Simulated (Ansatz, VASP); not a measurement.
One calculation of BaTiO3, two programs

The input INCAR:

```
SYSTEM = BaTiO3
ALGO = Normal
EDIFF = 1E-8
ENCUT = 520
GGA = PS
ISIF = 2
ISMEAR = -1
LASPH = .True.
LCHARG = .False.
LEFG = .True.
LREAL = .False.
LWAVE = .False.
NBANDS = 28
NELM = 100
PREC = Accurate
SIGMA = 0.08
```

Contents of KPOINTS:

```
k-points
0
Gamma
  7 7 7
  0 0 0
```

The input POSCAR:

```
BaTiO3
1.0
    3.9864226426      0.0000000000      0.0000000000
    0.0000000000      3.9864226426      0.0000000000
    0.0000000000      0.0000000000      4.0045617725
Ba Ti O
1 1 3
Direct
    0.0000000000      0.0000000000      0.0000000000
    0.5000000000      0.5000000000      0.4820000000
    0.5000000000      0.5000000000      0.0160000000
    0.5000000000      0.0000000000      0.5150000000
    0.0000000000      0.5000000000      0.5150000000
```

Input for Ansatz:

```yaml
crystal:
  lattice:
    - [3.9864226426, 0.0, 0.0]
    - [0.0, 3.9864226426, 0.0]
    - [0.0, 0.0, 4.0045617725]
  atoms:
    - { symbol: Ba, position: [0.0, 0.0, 0.0] }
    - { symbol: Ti, position: [0.5, 0.5, 0.482] }
    - { symbol: O, position: [0.5, 0.5, 0.016] }
    - { symbol: O, position: [0.5, 0.0, 0.515] }
    - { symbol: O, position: [0.0, 0.5, 0.515] }
kpoints:
  mp_grid: { grid: [7, 7, 7] }
scf:
  occupations: { method: fermi_dirac, width: 0.08 }
hamiltonian:
  xc: pbesol
  pseudopotentials: { kind: all_electron, datasets: crystal }
output:
  forces: true
  stress: true
  eigenvalues: true
  efg: { contact_densities: true }
```

Change from the starting cell: volume scaled by 0.99, crystal datasets.

Alike in both runs: task electric field gradients; functional PBEsol; k mesh 7 × 7 × 7; occupations fermi-dirac, width 0.08 eV; no spin polarisation.

|  | VASP | Ansatz |
| --- | --- | --- |
| version | VASP 6.6.1 | Ansatz 0.2.0 |
| potentials or method | VASP PAW PBE potentials, release 64 (Ba_sv, Ti_sv, O), cutoff 520 eV | all-electron PAW with datasets made for the crystal, scalar-relativistic |

|  | VASP | Ansatz | Ansatz less VASP |
| --- | --- | --- | --- |
| pressure (GPa) | -0.1 | -1.9 | -1.88 |
| traceless stress, the component that is largest in VASP (GPa) | 1.10 | 1.03 | -0.075 |
| rms of the force components (eV/Å) | 0.100 | 0.106 | +0.0062 |
| size of Vzz on the site where it differs most (V/Å²) | 2.3 | 1.8 | -0.51 |

VASP's potentials were made for PBE, not for PBEsol. Atom by atom the forces differ by 0.019 eV/Å (rms over components). Ansatz ran all-electron here, and VASP with PAW potentials.

Spin-orbit coupling is off throughout.
